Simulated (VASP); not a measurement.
A run of VASP 6.6.1 is set up as follows.

File POSCAR:

```
AlCr2C
1.0
    2.8228927783      0.0000000000      0.0000000000
   -1.4114463891      2.4446968581      0.0000000000
    0.0000000000      0.0000000000     12.6301547845
Al Cr C
2 4 2
Direct
    0.6666666667      0.3333333333      0.2500000000
    0.3333333333      0.6666666667      0.7500000000
    0.3333333333      0.6666666667      0.4154601237
    0.6666666667      0.3333333333      0.9154601237
    0.6666666667      0.3333333333      0.5845398763
    0.3333333333      0.6666666667      0.0845398763
    0.0000000000      0.0000000000      0.5000000000
    0.0000000000      0.0000000000      0.0000000000
```

INCAR.step1

```
SYSTEM = AlCr2C
PREC = Accurate ; ENCUT = 660
ISMEAR = 0 ; SIGMA = 0.1
LREAL = .FALSE. ; LASPH = .TRUE.
NELM = 120 ; NBANDS = 45
GGA = PE ; ALGO = Normal
EDIFF = 1E-5 ; LWAVE = .TRUE.
LCHARG = .FALSE. ; GGA_COMPAT = .FALSE.
```

File INCAR.step2:

```
SYSTEM = AlCr2C
PREC = Accurate ; ENCUT = 660
EDIFF = 1E-6 ; ISMEAR = 0
SIGMA = 0.1 ; LREAL = .FALSE.
LASPH = .TRUE. ; NELM = 120
ALGO = Normal ; ISIF = 2
LWAVE = .FALSE. ; LCHARG = .TRUE.
METAGGA = R2SCAN ; LMIXTAU = .TRUE.
LELF = .TRUE. ; LVHAR = .TRUE.
NBANDS = 45 ; ISTART = 1
GGA_COMPAT = .FALSE.
```

KPOINTS

```
regular mesh
0
G
  15 15 4
  0 0 0
```

Potentials or basis: VASP PAW PBE potentials, release 64 (Al, Cr_sv, C).

Run with:

```sh
$ cat potpaw_PBE.64/Al/POTCAR potpaw_PBE.64/Cr_sv/POTCAR potpaw_PBE.64/C/POTCAR > POTCAR
$ cp INCAR.step1 INCAR
$ mpirun -np 1 vasp_std > vasp.out
$ cp INCAR.step2 INCAR
$ mpirun -np 1 vasp_std > vasp.out
```

Question: Estimate the pressure.

Answer: -1.2 GPa.

Question: Estimate the band gap on the k mesh.

Answer: Zero (bands 35 and 36 overlap by 0.90 eV).

Question: What does it give for the largest force?

Answer: 0.017 eV/Å.

Stress tensor (GPa, compression positive):
```
-1.18  0.00  0.00
 0.00 -1.18  0.00
 0.00  0.00 -1.30
```

Caveat: the PAW data sets were made with another functional, which shifts forces and pressure a little; the run has no spin polarisation, though such a crystal can be magnetic. Spin polarisation is off, so any magnetic state and its effect on volume and gap are missing.
